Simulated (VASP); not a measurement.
# CoO (Pm-3m) in VASP: a series of runs

CoO is run at these levels: r2SCAN+U; tasks: single point.

Program: VASP 6.6.1. These are calculated values, not measurements. Logs are shortened: lines on timing, memory, paths and dates and some standing lists are left out, and cuts for length are marked.

## 1. The cell of the first run

The structure is cubic, space group Pm-3m (No. 221). Conventional cell: a = 2.443 Å, b = 2.443 Å, c = 2.443 Å, α = 90.00°, β = 90.00°, γ = 90.00°. Within 2.8 Å of Co (site symmetry m-3m) lie 8 O at 2.12 Å and 6 Co at 2.44 Å. O (site symmetry m-3m) has 8 Co at 2.12 Å and 6 O at 2.44 Å within 2.8 Å.

## 2. Single point, r2SCAN+U

The input, POSCAR:

```
CoO
1.0
    2.4428144089      0.0000000000      0.0000000000
    0.0000000000      2.4428144089      0.0000000000
    0.0000000000      0.0000000000      2.4428144089
Co O
1 1
Direct
    0.0000000000      0.0000000000      0.0000000000
    0.5000000000      0.5000000000      0.5000000000
```

The input, INCAR.step1:

```
ALGO = Normal ; EDIFF = 1E-4
ENCUT = 520 ; GGA = PE
ISMEAR = 0 ; LASPH = T
LCHARG = F ; LDAU = T
LDAUJ = 0 0 ; LDAUL = 2 -1
LDAUTYPE = 2 ; LDAUU = 3.32 0
LMAXMIX = 4 ; LREAL = F
LWAVE = T ; NBANDS = 14
NELM = 150 ; PREC = Accurate
SIGMA = 0.02
```

The input, INCAR.step2:

```
ALGO = Normal ; EDIFF = 1E-6
ENCUT = 520 ; ISIF = 2
ISMEAR = 0 ; ISTART = 1
LASPH = T ; LCHARG = F
LDAU = T ; LDAUJ = 0 0
LDAUL = 2 -1 ; LDAUPRINT = 1
LDAUTYPE = 2 ; LDAUU = 3.32 0
LMAXMIX = 4 ; LMIXTAU = T
LREAL = F ; LWAVE = F
METAGGA = R2SCAN ; NBANDS = 14
NELM = 150 ; PREC = Accurate
SIGMA = 0.02
```

The input, KPOINTS:

```
k-points
0
Gamma
  10 10 10
```

Potentials or basis: VASP PAW PBE potentials, release 64 (Co, O).

The run is started by

```sh
$ cat potpaw_PBE.64/Co/POTCAR potpaw_PBE.64/O/POTCAR > POTCAR
$ cp INCAR.step1 INCAR
$ mpirun -np 1 vasp_std > vasp.out
$ cp INCAR.step2 INCAR
$ mpirun -np 1 vasp_std > vasp.out
```

OUTCAR:

```text
EDIFF = 1E-6
   ENCUT = 520
   ISIF = 2
   ISMEAR = 0
   ISTART = 1
   LASPH = T
   LREAL = F
   METAGGA = R2SCAN
   NELM = 150
   PREC = Accurate

 ion  position               nearest neighbor table
   1  0.000  0.000  0.000-   2 2.12   2 2.12   2 2.12   2 2.12   2 2.12   2 2.12   2 2.12   2 2.12

   2  0.500  0.500  0.500-   1 2.12   1 2.12   1 2.12   1 2.12   1 2.12   1 2.12   1 2.12   1 2.12

  LATTYP: Found a simple cubic cell.
 ALAT       =     2.4428144089

  Lattice vectors:

 A1 = (   2.4428144089,   0.0000000000,   0.0000000000)
 A2 = (   0.0000000000,   2.4428144089,   0.0000000000)
 A3 = (   0.0000000000,   0.0000000000,   2.4428144089)

Analysis of symmetry for initial positions (statically):
=====================================================================
 Subroutine PRICEL returns:
 Original cell was already a primitive cell.

 Routine SETGRP: Setting up the symmetry group for a
 simple cubic supercell.

 Subroutine GETGRP returns: Found 48 space group operations
 (whereof 48 operations were pure point group operations)
 out of a pool of 48 trial point group operations.

The static configuration has the point symmetry O_h .

Analysis of symmetry for dynamics (positions and initial velocities):
=====================================================================
 Subroutine PRICEL returns:
 Original cell was already a primitive cell.

 Routine SETGRP: Setting up the symmetry group for a
 simple cubic supercell.

 Subroutine GETGRP returns: Found 48 space group operations
 (whereof 48 operations were pure point group operations)
 out of a pool of 48 trial point group operations.

The dynamic configuration has the point symmetry O_h .

 Subroutine INISYM returns: Found 48 space group operations
 (whereof 48 operations are pure point group operations),
 and found     1 'primitive' translations

----------------------------------------------------------------------------------------

                                     Primitive cell

  volume of cell :      14.5771

  direct lattice vectors                    reciprocal lattice vectors
     2.442814409  0.000000000  0.000000000     0.409363886  0.000000000  0.000000000
     0.000000000  2.442814409  0.000000000     0.000000000  0.409363886  0.000000000
     0.000000000  0.000000000  2.442814409     0.000000000  0.000000000  0.409363886

  length of vectors
     2.442814409  2.442814409  2.442814409     0.409363886  0.409363886  0.409363886

  position of ions in fractional coordinates (direct lattice)
     0.000000000  0.000000000  0.000000000
     0.500000000  0.500000000  0.500000000

  ion indices of the primitive-cell ions
   primitive index   ion index
                 1           1
                 2           2

----------------------------------------------------------------------------------------

 KPOINTS: k-points

Automatic generation of k-mesh.
 Grid dimensions read from file:
 generate k-points for:   10   10   10

 Generating k-lattice:

  Cartesian coordinates                     Fractional coordinates (reciprocal lattice)
     0.040936389  0.000000000  0.000000000     0.100000000  0.000000000  0.000000000
     0.000000000  0.040936389  0.000000000     0.000000000  0.100000000  0.000000000
     0.000000000  0.000000000  0.040936389     0.000000000  0.000000000  0.100000000

  Length of vectors
     0.040936389  0.040936389  0.040936389

  Shift w.r.t. Gamma in fractional coordinates (k-lattice)
     0.000000000  0.000000000  0.000000000

 Subroutine IBZKPT returns following result:
 ===========================================

 Found     56 irreducible k-points:

 Following reciprocal coordinates:
            Coordinates               Weight
  0.000000  0.000000  0.000000      1.000000
  0.100000  0.000000  0.000000      6.000000
  0.200000  0.000000  0.000000      6.000000
  0.300000  0.000000  0.000000      6.000000
  0.400000  0.000000  0.000000      6.000000
  0.500000  0.000000  0.000000      3.000000
[... 16 lines left out ...]
  0.200000  0.100000  0.100000     24.000000
  0.300000  0.100000  0.100000     24.000000
 [... further k-points ...]
   k-points           NKPTS =     56   k-points in BZ     NKDIM =     56   number of bands    NBANDS=     14
   number of dos      NEDOS =    301   number of ions     NIONS =      2
   total plane-waves  NPLWV =   5832
   dimension x,y,z NGX =    18 NGY =   18 NGZ =   18
   dimension x,y,z NGXF=    36 NGYF=   36 NGZF=   36
   ions per type =               1   1
   NGX,Y,Z   is equivalent  to a cutoff of  12.25, 12.25, 12.25 a.u.
   NGXF,Y,Z  is equivalent  to a cutoff of  24.50, 24.50, 24.50 a.u.
 SYSTEM =  unknown system
   PREC   = accura    normal or accurate (medium, high low for compatibility)
   ISTART =      1    job   : 0-new  1-cont  2-samecut
   ICHARG =      0    charge: 1-file 2-atom 10-const
   ISPIN  =      1    spin polarized calculation?
   LNONCOLLINEAR =      F non collinear calculations
   LSORBIT =      F    spin-orbit coupling
   LASPH  =      T    aspherical Exc in radial PAW
   ENCUT  =  520.0 eV  38.22 Ry    6.18 a.u.   4.54  4.54  4.54*2*pi/ulx,y,z
   NELM   =    150;   NELMIN=  2; NELMDL=  0     # of ELM steps
   EDIFF  = 0.1E-05   stopping-criterion for ELM
   LREAL  =      F    real-space projection
   EDIFFG = 0.1E-04   stopping-criterion for IOM
   NSW    =      0    number of steps for IOM
   IBRION =     -1    ionic relax: 0-MD 1-quasi-New 2-CG
   NFREE  =      0    steps in history (QN), initial steepest desc. (CG)
   ISIF   =      2    stress and relaxation
   ISYM   =      2    0-nonsym 1-usesym 2-fastsym
   POTIM  = 0.5000    time-step for ionic-motion
   TEBEG  =    0.0;   TEEND  =   0.0 temperature during run
   PSTRESS=    0.0 pullay stress
   NELECT =      15.0000    total number of electrons
   NUPDOWN=      -1.0000    fix difference up-down
   EMIN   =  10.00;   EMAX   =-10.00  energy-range for DOS
   EFERMI =   0.00;   METHOD = LEGACY
   ISMEAR =     0;   SIGMA  =   0.02  broadening in eV -4-tet -1-fermi 0-gaus
   EFERMI_NEDOS =   21; number of points for ismear=-14 and -15
   IALGO  =     38    algorithm
   IMIX   =      4    mixing-type and parameters
     AMIX     =   0.40;   BMIX     =  1.00
     AMIX_MAG =   1.60;   BMIX_MAG =  1.00
  volume/ion in A,a.u.               =       7.29        49.19
  Fermi-wavevector in a.u.,A,eV,Ry     =   1.652779  3.123299 37.166740  2.731678
  Thomas-Fermi vector in A             =   2.741330
   LORBIT       =      0    0 simple, 1 ext, 2 COOP (PROOUT), +10 PAW based schemes
 LDA+U is selected, type is set to LDAUTYPE =  2
   angular momentum for each species LDAUL =     2   -1
   U (eV)           for each species LDAUU =   3.3  0.0
   J (eV)           for each species LDAUJ =   0.0  0.0
   METAGGA = R2SCAN    functional components
   LHFCALC =     F    Hartree Fock is set to
   AEXX    =    0.0000 exact exchange contribution
   IVDW    =     0    specifies the selected vdW correction
   LEPSILON=     F    determine dielectric tensor
   LRPA    =     F    only Hartree local field effects (RPA)
 non-spin polarized calculation
 Gauss-broadening in eV      SIGMA  =   0.02
  energy-cutoff  :      520.00
  volume of cell :       14.58
 maximum number of plane-waves:       405
   NGX =  9   NGY =  9   NGZ =  9

atom =   1  type =  1  l = 2

 onsite density matrix

spin component  1

  0.6388  0.0000  0.0000  0.0000 -0.0000
  0.0000  0.6388  0.0000  0.0000  0.0000
  0.0000  0.0000  0.9468  0.0000  0.0000
  0.0000  0.0000  0.0000  0.6388 -0.0000
 -0.0000  0.0000  0.0000 -0.0000  0.9468

spin component  2

  0.6388  0.0000  0.0000  0.0000 -0.0000
  0.0000  0.6388  0.0000  0.0000  0.0000
  0.0000  0.0000  0.9468  0.0000  0.0000
  0.0000  0.0000  0.0000  0.6388 -0.0000
 -0.0000  0.0000  0.0000 -0.0000  0.9468

 occupancies and eigenvectors

  o =  0.6388  v =  1.0000  0.0000  0.0000  0.0000  0.0000  0.0000  0.0000  0.0000  0.0000  0.0000      0.0000  0.0000  0.0000  0.0000  0.0000  0.0000  0.0000  0.0000  0.0000  0.0000
  o =  0.6388  v =  0.0000  0.0000  0.0000  0.0000  0.0000  1.0000  0.0000  0.0000  0.0000  0.0000      0.0000  0.0000  0.0000  0.0000  0.0000  0.0000  0.0000  0.0000  0.0000  0.0000
  o =  0.6388  v =  0.0000  0.0081 -0.0000 -1.0000 -0.0000  0.0000  0.0000  0.0000  0.0000  0.0000      0.0000  0.0000  0.0000  0.0000  0.0000  0.0000  0.0000  0.0000  0.0000  0.0000
  o =  0.6388  v =  0.0000  0.0000  0.0000  0.0000  0.0000  0.0000  0.0081 -0.0000 -1.0000 -0.0000      0.0000  0.0000  0.0000  0.0000  0.0000  0.0000  0.0000  0.0000  0.0000  0.0000
  o =  0.6388  v =  0.0000 -1.0000 -0.0000 -0.0081 -0.0000  0.0000  0.0000  0.0000  0.0000  0.0000      0.0000  0.0000  0.0000  0.0000  0.0000  0.0000  0.0000  0.0000  0.0000  0.0000
  o =  0.6388  v =  0.0000  0.0000  0.0000  0.0000  0.0000  0.0000 -1.0000 -0.0000 -0.0081 -0.0000      0.0000  0.0000  0.0000  0.0000  0.0000  0.0000  0.0000  0.0000  0.0000  0.0000
  o =  0.9468  v =  0.0000  0.0000  0.0000  0.0000  0.0000  0.0000  0.0000  0.9949  0.0000 -0.1012      0.0000  0.0000  0.0000  0.0000  0.0000  0.0000  0.0000  0.0000  0.0000  0.0000
  o =  0.9468  v =  0.0000  0.0000  0.9949  0.0000 -0.1012  0.0000  0.0000  0.0000  0.0000  0.0000      0.0000  0.0000  0.0000  0.0000  0.0000  0.0000  0.0000  0.0000  0.0000  0.0000
  o =  0.9468  v =  0.0000  0.0000  0.0000  0.0000  0.0000  0.0000  0.0000 -0.1012  0.0000 -0.9949      0.0000  0.0000  0.0000  0.0000  0.0000  0.0000  0.0000  0.0000  0.0000  0.0000
  o =  0.9468  v =  0.0000  0.0000 -0.1012  0.0000 -0.9949  0.0000  0.0000  0.0000  0.0000  0.0000      0.0000  0.0000  0.0000  0.0000  0.0000  0.0000  0.0000  0.0000  0.0000  0.0000

 number of electron      14.9999998 magnetization

 Free energy of the ion-electron system (eV)
  ---------------------------------------------------
  ext. energy  EPLUGINS =         0.00000000
  ---------------------------------------------------
  free energy    TOTEN  =       -15.96984509 eV

  energy without entropy =      -15.96938558  energy(sigma->0) =      -15.96961534

 E-fermi :  11.4607     XC(G=0): -15.1335

 val. band max:       11.4511256668   @ k =   0.1000   0.1000   0.0000
 cond. band min:      11.4779183214   @ k =   0.4000   0.4000   0.2000
 fundamental gap:      0.0267926546
 Fermi energy:        11.4606917584

 k-point     1 :       0.0000    0.0000    0.0000
  band No.  band energies     occupation
      1     -12.1338      2.00000
      2       6.6157      2.00000
      3       6.6157      2.00000
      4       7.6199      2.00000
      5       7.6199      2.00000
      6       7.6199      2.00000
      7      11.2829      2.00000
      8      11.2829      2.00000
      9      11.2829      2.00000
     10      14.9880      0.00000
     11      28.7810      0.00000
     12      28.7810      0.00000
     13      36.9307      0.00000
     14      36.9307      0.00000

 k-point     2 :       0.1000    0.0000    0.0000
  band No.  band energies     occupation
      1     -11.9980      2.00000
      2       5.8525      2.00000
      3       6.6661      2.00000
      4       7.4808      2.00000
      5       7.4808      2.00000
      6       7.9015      2.00000
      7      11.2961      2.00000
      8      11.4506      1.52420
      9      11.4506      1.52325
     10      15.5653      0.00000
     11      28.5699      0.00000
     12      28.8280      0.00000
     13      36.5742      0.00000
     14      36.5742      0.00000

 k-point     3 :       0.2000    0.0000    0.0000
  band No.  band energies     occupation
      1     -11.6197      2.00000
      2       4.2200      2.00000
      3       6.8002      2.00000
      4       7.1556      2.00000
      5       7.1556      2.00000
      6       8.5877      2.00000
      7      11.3308      2.00000
      8      11.8591      0.00000
      9      11.8591      0.00000
     10      16.8134      0.00000
     11      27.6942      0.00000
     12      28.9682      0.00000
     13      35.5519      0.00000
     14      35.5519      0.00000
[... 324 lines left out ...]
 k-point    23 :       0.2000    0.1000    0.1000
  band No.  band energies     occupation
      1     -11.3850      2.00000
      2       4.4173      2.00000
      3       5.9708      2.00000
      4       6.3433      2.00000
      5       7.8501      2.00000
      6       8.8461      2.00000
      7      11.1661      2.00000
      8      11.7454      0.00000
      9      11.8473      0.00000
     10      17.7684      0.00000
     11      27.8376      0.00000
     12      28.8168      0.00000
     13      33.8970      0.00000
     14      35.2180      0.00000

 k-point    24 :       0.3000    0.1000    0.1000
  band No.  band energies     occupation
      1     -10.8994      2.00000
      2       2.7893      2.00000
      3       6.0074      2.00000
      4       6.5183      2.00000
      5       7.5758      2.00000
      6       9.5769      2.00000
      7      11.0931      2.00000
      8      11.8419      0.00000
      9      12.3498      0.00000
     10      18.9980      0.00000
     11      26.1135      0.00000
     12      29.1452      0.00000
     13      33.1439      0.00000
     14      33.6449      0.00000

 [... further k-points ...]
[... 5 lines left out ...]
  --------------------------------------------------------------------------------------
  -------------------------------------------------------------------------------------
  Total        2.7192447      2.7192447      2.7192447      0.0000000      0.0000000     -0.0000000
  in kB      298.8735285    298.8735285    298.8735285      0.0000000      0.0000000     -0.0000000
  external PRESSURE =     298.8735285 kB  Pullay stress =       0.0000000 kB

 VOLUME and BASIS-vectors are now :
 -----------------------------------------------------------------------------
  energy-cutoff  :      520.00
  volume of cell :       14.58
      direct lattice vectors                 reciprocal lattice vectors
     2.442814409  0.000000000  0.000000000     0.409363886  0.000000000  0.000000000
     0.000000000  2.442814409  0.000000000     0.000000000  0.409363886  0.000000000
     0.000000000  0.000000000  2.442814409     0.000000000  0.000000000  0.409363886

 POSITION                                       TOTAL-FORCE (eV/Angst)
 -----------------------------------------------------------------------------------
      0.00000      0.00000      0.00000         0.000000      0.000000      0.000000
      1.22141      1.22141      1.22141         0.000000      0.000000      0.000000
 -----------------------------------------------------------------------------------
    total drift:                                0.000000     -0.000000     -0.000000

  FREE ENERGIE OF THE ION-ELECTRON SYSTEM (eV)
  ---------------------------------------------------
  free  energy   TOTEN  =       -15.9698450894 eV

  energy  without entropy=      -15.9693855808  energy(sigma->0) =      -15.96961534
```

It took 22 s on 1 thread of AMD EPYC 9R45 (Zen 5), shared host; peak memory 0.1 GiB.

What came out:

```yaml
Free_energy: -15.9698 eV
Pressure: 29.9 GPa
```

Levels at points of the mesh, in eV from the Fermi level:
```csv
k point,band 5,band 6,band 7,band 8,band 9,band 10
"(0.00, 0.00, 0.00)",-3.84,-3.84,-0.18,-0.18,-0.18,3.53
"(0.50, 0.00, 0.00)",-4.29,-0.88,-0.04,1.37,1.37,9.07
"(0.50, 0.50, 0.00)",-2.74,-1.14,-1.14,-1.09,-0.65,8.39
"(0.50, 0.50, 0.50)",-0.59,-0.59,1.80,1.80,1.80,8.78
```

Eigenvalues of the final occupation matrices:
```
    site  spin  trace               eigenvalues
site 1 d     1   3.81  0.64 0.64 0.64 0.95 0.95
site 1 d     2   3.81  0.64 0.64 0.64 0.95 0.95
```

Caveat: the PAW data sets were made with another functional, which shifts forces and pressure a little; an odd number of electrons without spin polarisation forces a metal; a magnetic or distorted state may lie lower; the run has no spin polarisation, though such a crystal can be magnetic; U without spin polarisation on a metal has little footing. Spin polarisation is off, so any magnetic state and its effect on volume and gap are missing.

[end of part 1 of 3]
